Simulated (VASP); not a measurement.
Write the native input for VASP 6.6.1 that does the following.

| Quantity | Value |
| --- | --- |
| Task | single point |
| Functional | PBE |
| Potentials or basis | VASP PAW PBE potentials, release 64 (Sc_sv, Al) |
| Cutoff | 520 eV |
| k mesh | 10 × 10 × 10 |
| Occupations | gaussian, width 0.1 eV |
| Spin | no spin polarisation |
| Dipole correction | no |
| Further INCAR settings | ALGO = Normal; EDIFF = 1e-06; NBANDS = 18 |

The structure of ScAl3 lies in POSCAR:

```
ScAl3
1.0
    4.0638597744      0.0000000000      0.0000000000
    0.0000000000      4.0638597744      0.0000000000
    0.0000000000      0.0000000000      4.0638597744
Sc Al
1 3
Direct
    0.0000000000      0.0000000000      0.0000000000
    0.5000000000      0.0000000000      0.5000000000
    0.0000000000      0.5000000000      0.5000000000
    0.5000000000      0.5000000000      0.0000000000
```

These files were run (other wordings do the same):

INCAR

```
SYSTEM = ScAl3
PREC = Accurate
ENCUT = 520
EDIFF = 1E-6
ISMEAR = 0
SIGMA = 0.1
LREAL = .FALSE.
LASPH = .TRUE.
NELM = 60
ALGO = Normal
ISIF = 2
LWAVE = .FALSE.
LCHARG = .FALSE.
GGA = PE
NBANDS = 18
```

KPOINTS

```
Automatic mesh
0
G
  10 10 10
  0 0 0
```

Potentials or basis: VASP PAW PBE potentials, release 64 (Sc_sv, Al).

The run is started by

```sh
$ cat potpaw_PBE.64/Sc_sv/POTCAR potpaw_PBE.64/Al/POTCAR > POTCAR
$ mpirun -np 1 vasp_std > vasp.out
```

Results of the run:

```yaml
Pressure: 2.8 GPa
Band_gap_on_the_k_mesh: zero (bands 10 and 11 overlap by 3.94 eV)
```

It took 46 s on 1 thread of Intel(R) Xeon(R) Platinum 8259CL CPU @ 2.50GHz (Skylake/Cascade Lake) (shared host), peak memory 0.21 GiB.
